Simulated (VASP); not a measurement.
Here is a VASP 6.6.1 calculation.

INCAR

```
SYSTEM = NaCl
  PREC = Accurate
  ENCUT = 520
  EDIFF = 1E-6
  ISMEAR = -1
  SIGMA = 0.02
  LREAL = .False.
  LASPH = .True.
  NELM = 60
  ALGO = Normal
  ISIF = 2
  LWAVE = .False.
  LCHARG = .False.
  GGA = PE
  NBANDS = 14
```

The input KPOINTS:

```
regular mesh
0
Gamma
  8 8 8
  0 0 0
```

The input POSCAR:

```
NaCl
1.0
    0.0000000000      2.8470933255      2.8470933255
    2.8470933255      0.0000000000      2.8470933255
    2.8470933255      2.8470933255      0.0000000000
Na Cl
1 1
Direct
    0.0000000000      0.0000000000      0.0000000000
    0.5000000000      0.5000000000      0.5000000000
```

Potentials or basis: VASP PAW PBE potentials, release 64 (Na_pv, Cl).

The run is started by

```bash
$ cat potpaw_PBE.64/Na_pv/POTCAR potpaw_PBE.64/Cl/POTCAR > POTCAR
$ mpirun -np 1 vasp_std > vasp.out
```

Q: What does it give for the pressure?

A: 0.0 GPa.

Q: What does it give for the band gap on the k mesh?

A: 5.00 eV, direct.

A k mesh can miss the band edges. PBE gaps usually lie below the measured ones, often by a third to a half.
